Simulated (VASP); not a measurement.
Input of a VASP 6.6.1 run:

INCAR

```
SYSTEM = Si
PREC = Accurate
ENCUT = 520
EDIFF = 1E-6
ISMEAR = -1
SIGMA = 0.1
LREAL = .FALSE.
LASPH = .TRUE.
NELM = 150
ALGO = Normal
ISIF = 2
LWAVE = .FALSE.
LCHARG = .FALSE.
MAGMOM = 0 0 0
LORBIT = 11
LSORBIT = .TRUE.
GGA_COMPAT = .FALSE.
LORBMOM = .TRUE.
GGA = PE
NBANDS = 15
```

File KPOINTS:

```
Automatic mesh
0
G
  12 12 12
  0 0 0
```

Contents of POSCAR:

```
Si
1.0
    2.5303177015      0.0000000000      0.0000000000
    0.0000000000      2.5303177015      0.0000000000
    0.0000000000      0.0000000000      2.5303177015
Si
1
Direct
    0.0000000000      0.0000000000      0.0000000000
```

Potentials or basis: VASP PAW PBE potentials, release 64 (Si).

Command:

```bash
$ cat potpaw_PBE.64/Si/POTCAR > POTCAR
$ mpirun -np 1 vasp_ncl > vasp.out
```

Q: Estimate the pressure.

A: -0.1 GPa.

Q: Predict the net moment.

A: 0.00 μB per cell.

Moments on the atoms (μB; x, y, z):
```
Si  0.00 0.00 0.00
```
